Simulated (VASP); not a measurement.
Runs of VASP 6.6.1 on BaTiO3. The structure is that of space group Cm (No. 8), or close to it. The cells are those of the table. 

```csv
cell,gap on the mesh (eV),pressure (GPa),largest force (eV/Å)
"a = 4.060, b = 4.060, c = 12.929 Å, angles 90.3, 90.3, 89.7°, 15 atoms",2.02,-1.6,0.91
"a = 4.060, b = 4.060, c = 13.679 Å, angles 90.3, 90.3, 89.7°, 15 atoms",1.33,-1.9,1.37
"a = 4.060, b = 4.060, c = 13.179 Å, angles 90.3, 90.3, 89.7°, 15 atoms",(a),-1.8,1.15
"a = 4.060, b = 4.060, c = 14.179 Å, angles 90.3, 90.3, 89.7°, 15 atoms",(b),-1.8,1.34
```

Alike in all rows: task single point; level PBE; potentials or basis VASP PAW PBE potentials, release 64 (Ba_sv, Ti_sv, O); no spin polarisation; k mesh 6 × 6 × 2; cutoff (eV) 520; smearing gaussian 0.05 eV.

Task: Estimate the missing entries.

Result: (a) 1.80; (b) 0.88.

Caveats: spin-orbit coupling is left out, which moves the levels of the heavy elements; forces of over 1 eV/Å act on the atoms, so gaps and moduli don't describe the material at rest (at least some runs).

A k mesh can miss the band edges, and the runs leave out spin-orbit coupling on Ba.
